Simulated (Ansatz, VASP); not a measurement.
## Two plane-wave programs on BaRu

```
Ba Ru
1.0
     4.45943    0.00000    0.00000
    -2.22972    3.86198    0.00000
     0.00000    0.00000    6.85091
Ba Ru
2 2
Direct
  0.33333 0.66667 0.97219
  0.66667 0.33333 0.47219
  0.33333 0.66667 0.40991
  0.66667 0.33333 0.90991
```

Alike in both runs: functional PBE; k mesh 12 × 12 × 8; occupations gaussian, width 0.1 eV; no spin polarisation.

Ansatz relaxed the structure, and its values are those at the end. VASP's run is a single point on that final structure, the one shown.

```csv
,VASP,Ansatz
version,VASP 6.6.1,Ansatz 0.2.0
potentials or method,"VASP PAW PBE potentials, release 64 (Ba_sv, Ru_pv), cutoff 520 eV","scalar-relativistic, plane waves, PAW"
valence electrons in the cell,48,52
```

```csv
,VASP,Ansatz,Ansatz less VASP
gap on the k mesh at the Fermi level (eV),none,none,-
pressure (GPa),4.7,0.0,-4.72
rms of the force components (eV/Å),0.062,0.000,-0.0620
```

A gap of «none» marks a metal or a gap that the smearing closes. VASP's potentials hold 48 valence electrons a cell and Ansatz's 52, so a difference there can come from the potentials and not from the codes.

Spin-orbit coupling is off throughout.
